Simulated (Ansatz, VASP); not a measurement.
**One calculation of CsBr, two programs**

File INCAR:

```
ALGO     = Normal         # electronic algorithm
EDIFF    = 1E-6           # SCF threshold, eV
ENCUT    = 500            # plane-wave cutoff, eV
GGA      = PE             # functional
GGA_COMPAT= False        
ISIF     = 2              # what is computed and relaxed
ISMEAR   = 0              # smearing method
IVDW     = 13             # dispersion correction
LASPH    = True           # aspherical terms in the spheres
LCHARG   = False          # write CHGCAR
LREAL    = False          # projectors in reciprocal space
LWAVE    = False          # write WAVECAR
NBANDS   = 15             # bands
NELM     = 120            # most SCF steps
PREC     = Accurate       # precision mode
SIGMA    = 0.01           # smearing width, eV
```

KPOINTS

```
k-points
0
Gamma
  4 4 4
```

POSCAR

```
CsBr
1.0
    4.3193779700      0.0000000000      0.0000000000
    0.0000000000      4.3193779700      0.0000000000
    0.0000000000      0.0000000000      4.3193779700
Cs Br
1 1
Direct
    0.0000000000      0.0000000000      0.0000000000
    0.5000000000      0.5000000000      0.5000000000
```

Input for Ansatz:

```yaml
crystal:
  lattice:
    - [4.31937797, 0.0, 0.0]
    - [0.0, 4.31937797, 0.0]
    - [0.0, 0.0, 4.31937797]
  atoms:
    - { symbol: Cs, position: [0.0, 0.0, 0.0] }
    - { symbol: Br, position: [0.5, 0.5, 0.5] }
kpoints:
  mp_grid: { grid: [4, 4, 4] }
hamiltonian:
  xc: pbe
  dispersion: d4
scf:
  occupations: { method: fixed }
  n_extra_bands: 4
output:
  forces: true
  stress: true
  eigenvalues: true
```

Alike in both runs: task single point; functional PBE; dispersion D4; k mesh 4 × 4 × 4; no spin polarisation.

```csv
,VASP,Ansatz
version,VASP 6.6.1,Ansatz 0.2.0
potentials or method,"VASP PAW PBE potentials, release 64 (Cs_sv, Br)",plane waves
plane-wave cutoff (eV),500,420
occupations,"gaussian, width 0.01 eV",fixed
valence electrons in the cell,16,16
```

VASP gave:

* gap on the k mesh at the Fermi level (eV): 4.42
* pressure (GPa): 0.1

Task: What did Ansatz give for the same quantities?

Result: gap on the k mesh at the Fermi level (eV): 4.44; pressure (GPa): 0.1.

Spin-orbit coupling is off throughout.
